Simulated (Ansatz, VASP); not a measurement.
# Two plane-wave programs on C

INCAR

```
PREC = Accurate
ENCUT = 520
EDIFF = 1E-6
ISMEAR = 0
SIGMA = 0.05
LREAL = False
LASPH = True
NELM = 80
ALGO = Normal
ISIF = 2
LWAVE = False
LCHARG = False
GGA = PE
NBANDS = 36
```

The input KPOINTS:

```
Automatic mesh
0
Gamma
  12 12 2
```

The input POSCAR:

```
C
1.0
    2.6529000000      0.0000000000      0.0000000000
   -1.3264500000      2.2974787937      0.0000000000
    0.0000000000      0.0000000000     12.7398000000
C
12
Direct
    0.0000000000      0.0000000000      0.1868593266
    0.0000000000      0.0000000000      0.6868593266
    0.0000000000      0.0000000000      0.3131406734
    0.0000000000      0.0000000000      0.8131406734
    0.3333333333      0.6666666667      0.5207665411
    0.6666666667      0.3333333333      0.0207665411
    0.3333333333      0.6666666667      0.9792334589
    0.6666666667      0.3333333333      0.4792334589
    0.3333333333      0.6666666667      0.6450950823
    0.6666666667      0.3333333333      0.1450950823
    0.3333333333      0.6666666667      0.8549049177
    0.6666666667      0.3333333333      0.3549049177
```

Input for Ansatz:

```yaml
crystal:
  lattice:
    - [2.6529, 0.0, 0.0]
    - [-1.32645, 2.2974787937, 0.0]
    - [0.0, 0.0, 12.7398]
  atoms:
    - { symbol: C, position: [0.0, 0.0, 0.1868593266] }
    - { symbol: C, position: [0.0, 0.0, 0.6868593266] }
    - { symbol: C, position: [0.0, 0.0, 0.3131406734] }
    - { symbol: C, position: [0.0, 0.0, 0.8131406734] }
    - { symbol: C, position: [0.3333333333, 0.6666666667, 0.5207665411] }
    - { symbol: C, position: [0.6666666667, 0.3333333333, 0.0207665411] }
    - { symbol: C, position: [0.3333333333, 0.6666666667, 0.9792334589] }
    - { symbol: C, position: [0.6666666667, 0.3333333333, 0.4792334589] }
    - { symbol: C, position: [0.3333333333, 0.6666666667, 0.6450950823] }
    - { symbol: C, position: [0.6666666667, 0.3333333333, 0.1450950823] }
    - { symbol: C, position: [0.3333333333, 0.6666666667, 0.8549049177] }
    - { symbol: C, position: [0.6666666667, 0.3333333333, 0.3549049177] }
basis:
  ecutwfc: 520.0
kpoints:
  mp_grid: { grid: [12, 12, 2] }
hamiltonian:
  xc: pbe
  pseudopotentials: { kind: paw, azcp: { folder: soft_1 } }
scf:
  occupations: { method: gaussian, width: 0.05 }
output:
  forces: true
  stress: true
  eigenvalues: true
  write_density: true
  write_potential: true
  elf: true
  volumetric_format: npy
```

Alike in both runs: task single point; functional PBE; k mesh 12 × 12 × 2; occupations gaussian, width 0.05 eV; no spin polarisation.

```csv
,VASP,Ansatz
version,VASP 6.6.1,Ansatz 0.2.0
potentials or method,"VASP PAW PBE potentials, release 64 (C), cutoff 520 eV","scalar-relativistic, plane waves, PAW"
valence electrons in the cell,48,48
```

|  | VASP | Ansatz | Ansatz less VASP |
| --- | --- | --- | --- |
| gap on the k mesh at the Fermi level (eV) | 3.93 | 3.93 | +0.007 |
| least direct gap on the mesh (eV) | 4.80 | 4.80 | +0.005 |
| rms of the force components (eV/Å) | 0.030 | 0.033 | +0.0026 |

Atom by atom the forces differ by 0.003 eV/Å (rms over components).
